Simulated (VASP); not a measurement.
A run of VASP 6.6.1 is set up as follows.

INCAR

```
ALGO = Normal
EDIFF = 1E-7
ENCUT = 520
GGA = PS
ISIF = 2
ISMEAR = 1
LASPH = True
LCHARG = False
LREAL = False
LWAVE = False
NBANDS = 16
NELM = 100
PREC = Accurate
SIGMA = 0.1
```

Contents of KPOINTS:

```
k-points
0
Gamma
  11 11 7
```

Contents of POSCAR:

```
AgB2
1.0
    2.9491591531      0.0000000000      0.0000000000
   -1.4745795766      2.5540465941      0.0000000000
    0.0000000000      0.0000000000      3.9596725668
Ag B
1 2
Direct
    0.0000000000      0.0000000000      0.0000000000
    0.3333333333      0.6666666667      0.5000000000
    0.6666666667      0.3333333333      0.5000000000
```

Potentials or basis: VASP PAW PBE potentials, release 64 (Ag, B).

Launch:

```bash
$ cat potpaw_PBE.64/Ag/POTCAR potpaw_PBE.64/B/POTCAR > POTCAR
$ mpirun -np 1 vasp_std > vasp.out
```

(1) What does it give for the pressure?

Answers

(1) 7.6 GPa.

Caveat: the PAW data sets were made with another functional, which shifts forces and pressure a little.
